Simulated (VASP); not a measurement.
Set up this calculation in VASP 6.6.1, as the native input.

* Task: single point
* Functional: PBE
* Potentials or basis: VASP PAW PBE potentials, release 64 (H, Se)
* Cutoff: 520 eV
* k mesh: 6 × 6 × 12
* Occupations: gaussian, width 0.1 eV
* Spin: no spin polarisation
* Dipole correction: no
* Further INCAR settings: ALGO = Normal; EDIFF = 1e-06; NBANDS = 17

The structure of H2Se lies in POSCAR:

```
H2Se
1.0
    5.2990665738      0.0000000000      0.0000000000
    0.0000000000      5.2990665738      0.0000000000
    0.0000000000      0.0000000000      3.0199244578
H Se
4 2
Direct
    0.3679042776      0.3679042776      0.0000000000
    0.1320957224      0.8679042776      0.5000000000
    0.6320957224      0.6320957224      0.0000000000
    0.8679042776      0.1320957224      0.5000000000
    0.0000000000      0.0000000000      0.0000000000
    0.5000000000      0.5000000000      0.5000000000
```

The input as run:

INCAR

```
PREC = Accurate
ENCUT = 520
EDIFF = 1E-6
ISMEAR = 0
SIGMA = 0.1
LREAL = False
LASPH = True
NELM = 80
ALGO = Normal
ISIF = 2
LWAVE = False
LCHARG = True
GGA = PE
LELF = True
LVHAR = True
NBANDS = 17
```

KPOINTS

```
regular mesh
0
Gamma
  6 6 12
```

Potentials or basis: VASP PAW PBE potentials, release 64 (H, Se).

Run with:

```bash
$ cat potpaw_PBE.64/H/POTCAR potpaw_PBE.64/Se/POTCAR > POTCAR
$ mpirun -np 1 vasp_std > vasp.out
```

Results of the run:

```json
{"Pressure": "0.0 GPa", "Largest force": "0.013 eV/Å", "Band gap on the k mesh": "zero (bands 8 and 9 overlap by 1.88 eV)"}
```

Run time: 45 s on 1 thread of Intel(R) Xeon(R) Platinum 8488C (Sapphire Rapids), on a shared host, peak memory 0.23 GiB.
